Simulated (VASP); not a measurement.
Runs of VASP 6.6.1 on MgNiH. Symmetry: P4/mmm, No. 123, tetragonal system. Conventional cell: a = 3.088 Å, b = 3.088 Å, c = 3.257 Å, α = 90.00°, β = 90.00°, γ = 90.00°. Within 2.9 Å of Mg (site symmetry 4/mmm) lie 4 H at 2.18 Å and 8 Ni at 2.72 Å. Ni (site symmetry 4/mmm) has 2 H at 1.63 Å within 2.2 Å. H (site symmetry 4/mmm) has 2 Ni at 1.63 Å and 4 Mg at 2.18 Å within 2.2 Å. 

| spin | fixed moment (μB) | pressure (GPa) | moment (μB) |
| --- | --- | --- | --- |
| collinear, ferromagnetic start | 0.7 | (a) | 0.70 |
| collinear, zero start | 0.0 | -7.0 | 0.00 |
| collinear, ferromagnetic start | 1.1 | -3.4 | 1.10 |
| collinear, ferromagnetic start | 1.4 | -1.5 | 1.40 |
| collinear, ferromagnetic start | 0.4 | -6.2 | 0.40 |
| collinear, ferromagnetic start | 1.8 | (b) | 1.80 |

Alike in all rows: task single point; level LDA; potentials or basis VASP PAW LDA potentials, release 64 (Mg, Ni, H); cell as given; k mesh 11 × 11 × 10; cutoff (eV) 520; smearing fermi-dirac 0.1 eV.

Problem. Fill in the values left out.

Solution. (a) -5.7; (b) 2.0.

Caveats: the total moment is fixed, so each spin has its own Fermi level and the state may be an excited one (at least some runs); the cell stands under tension (at least some runs); the total moment is fixed, so each spin has its own Fermi level (at least some runs).
